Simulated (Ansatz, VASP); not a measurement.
## SnS2 in VASP and in Ansatz

```
Sn S
1.0
     3.65465    0.00000    0.00000
    -1.82733    3.16502    0.00000
     0.00000    0.00000    5.61916
Sn S
1 2
Direct
  0.00000 0.00000 0.00000
  0.33333 0.66667 0.26303
  0.66667 0.33333 0.73697
```

Alike in both runs: functional revPBE; dispersion D3(BJ); k mesh 12 × 12 × 4; no spin polarisation.

Ansatz relaxed the structure, and its values are those at the end. VASP's run is a single point on that final structure, the one shown.

```csv
,VASP,Ansatz
version,VASP 6.6.1,Ansatz 0.2.0
potentials or method,"VASP PAW PBE potentials, release 64 (Sn_d, S), cutoff 500 eV","plane waves, PAW"
occupations,"gaussian, width 0.01 eV",fixed
valence electrons in the cell,26,26
```

Ansatz gave:

```
pressure (GPa)                     : 0.0
rms of the force components (eV/Å) : 0.000
```

**Question.** Which values does VASP return?

**Answer.** Pressure (GPa): -0.1; rms of the force components (eV/Å): 0.003.

VASP's potentials were made for PBE, not for revPBE. Ansatz's warnings: structure snapped to symmetry.
